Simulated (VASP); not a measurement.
Set up this calculation in VASP 6.6.1, as the native input.

* Task: single point
* Functional: PBE
* Potentials or basis: VASP PAW PBE potentials, release 64 (Co)
* Cutoff: 520 eV
* k mesh: 20 × 20 × 12
* Occupations: gaussian, width 0.05 eV
* Spin: no spin polarisation
* Dipole correction: no
* Further INCAR settings: ALGO = Normal; EDIFF = 1e-06; NBANDS = 16

The structure of Co lies in POSCAR:

```
Co
1.0
    2.4702251886      0.0000000000      0.0000000000
   -1.2351125943      2.1392777664      0.0000000000
    0.0000000000      0.0000000000      3.9850818792
Co
2
Direct
    0.3333333333      0.6666666667      0.2500000000
    0.6666666667      0.3333333333      0.7500000000
```

The input as run:

INCAR

```
ALGO     = Normal         # electronic algorithm
EDIFF    = 1E-6           # SCF threshold, eV
ENCUT    = 520            # plane-wave cutoff, eV
GGA      = PE             # functional
ISIF     = 2              # what is computed and relaxed
ISMEAR   = 0              # smearing method
LASPH    = T              # aspherical terms in the spheres
LCHARG   = T              # write CHGCAR
LELF     = T              # ELF
LREAL    = F              # projectors in reciprocal space
LVHAR    = T            
LWAVE    = F              # write WAVECAR
NBANDS   = 16             # bands
NELM     = 60             # most SCF steps
PREC     = Accurate       # precision mode
SIGMA    = 0.05           # smearing width, eV
```

KPOINTS

```
k-points
0
Gamma
  20 20 12
```

Potentials or basis: VASP PAW PBE potentials, release 64 (Co).

Command:

```bash
$ cat potpaw_PBE.64/Co/POTCAR > POTCAR
$ mpirun -np 1 vasp_std > vasp.out
```

Results of the run:

```
Pressure               : -5.4 GPa
Band gap on the k mesh : zero (bands 9 and 10 overlap by 1.49 eV)
```

Caveat: the cell stands under tension; the run has no spin polarisation, though such a crystal can be magnetic.

Run time: 2.4 min on 1 thread of Intel Xeon 8259CL, on a shared host, peak memory 0.2 GiB.
